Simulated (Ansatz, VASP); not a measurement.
## ZnSe in VASP and in Ansatz

Contents of INCAR:

```
SYSTEM = ZnSe
ALGO = Normal
EDIFF = 1E-6
ENCUT = 520
GGA = CA
ISIF = 2
ISMEAR = 0
LASPH = .TRUE.
LCHARG = .FALSE.
LREAL = .FALSE.
LWAVE = .FALSE.
NBANDS = 16
NELM = 60
PREC = Accurate
SIGMA = 0.05
```

Contents of KPOINTS:

```
k-points
0
G
  10 10 10
  0 0 0
```

File POSCAR:

```
ZnSe
1.0
    0.0000000000      2.8592449477      2.6910540684
    2.6910540684      0.0000000000      2.6910540684
    2.6910540684      2.8592449477      0.0000000000
Zn Se
1 1
Direct
    0.0000000000      0.0000000000      0.0000000000
    0.7500000000      0.7500000000      0.7500000000
```

Input for Ansatz:

```yaml
crystal:
  lattice:
    - [0.0, 2.8592449477, 2.6910540684]
    - [2.6910540684, 0.0, 2.6910540684]
    - [2.6910540684, 2.8592449477, 0.0]
  atoms:
    - { symbol: Zn, position: [0.0, 0.0, 0.0] }
    - { symbol: Se, position: [0.75, 0.75, 0.75] }
basis:
  ecutwfc: 520.0
kpoints:
  mp_grid: { grid: [10, 10, 10] }
hamiltonian:
  xc: lda
  pseudopotentials: { kind: paw, azcp: { folder: soft_1 } }
scf:
  occupations: { method: gaussian, width: 0.05 }
output:
  forces: true
  stress: true
  eigenvalues: true
```

Alike in both runs: task single point; functional LDA; k mesh 10 × 10 × 10; occupations gaussian, width 0.05 eV; no spin polarisation.

|  | VASP | Ansatz |
| --- | --- | --- |
| version | VASP 6.6.1 | Ansatz 0.2.0 |
| potentials or method | VASP PAW LDA potentials, release 64 (Zn, Se), cutoff 520 eV | scalar-relativistic, plane waves, PAW |
| valence electrons in the cell | 18 | 28 |

VASP gave:

| Property | Result |
| --- | --- |
| gap on the k mesh at the Fermi level (eV) | 1.36 |
| least direct gap on the mesh (eV) | 1.36 |
| pressure (GPa) | 3.6 |
| traceless stress, the component that is largest in VASP (GPa) | -1.69 |

**Question.** Which values does Ansatz return?

**Answer.** gap on the k mesh at the Fermi level (eV): 1.32; least direct gap on the mesh (eV): 1.32; pressure (GPa): 3.1; traceless stress, the component that is largest in VASP (GPa): -1.71.

Ansatz warns that its potentials were made for another functional, while VASP's fit it. LDA's correlation is that of Perdew and Zunger in VASP and of Perdew and Wang (1992) in Ansatz. VASP's potentials hold 18 valence electrons a cell and Ansatz's 28, so a difference there can come from the potentials and not from the codes.
